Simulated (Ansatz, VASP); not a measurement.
## CaB2 in VASP and in Ansatz

```
Ca B
1.0
     3.22643    0.00000    0.00000
    -1.61322    2.79417    0.00000
     0.00000    0.00000    4.06739
Ca B
1 2
Direct
  0.00000 0.00000 0.00000
  0.33333 0.66667 0.50000
  0.66667 0.33333 0.50000
```

Alike in both runs: task single point; functional PBE; k mesh 6 × 6 × 4; occupations fermi-dirac, width 0.006 eV; no spin polarisation.

|  | VASP | Ansatz |
| --- | --- | --- |
| version | VASP 6.6.1 | Ansatz 0.2.0 |
| potentials or method | VASP PAW PBE potentials, release 64 (Ca_sv, B), cutoff 500 eV | scalar-relativistic, plane waves, PAW |
| valence electrons in the cell | 16 | 16 |

VASP gave:

```
gap on the k mesh at the Fermi level (eV)                     : none
pressure (GPa)                                                : 0.1
traceless stress, the component that is largest in VASP (GPa) : -1.24
```

**Question.** Which values does Ansatz return?

**Answer.** gap on the k mesh at the Fermi level (eV): none; pressure (GPa): -0.2; traceless stress, the component that is largest in VASP (GPa): -1.37.

A gap of «none» marks a metal or a gap that the smearing closes. The functional is the same, so the differences come from potentials, cutoffs and numerics.

The k mesh is coarse, so the values compare programs but aren't converged.
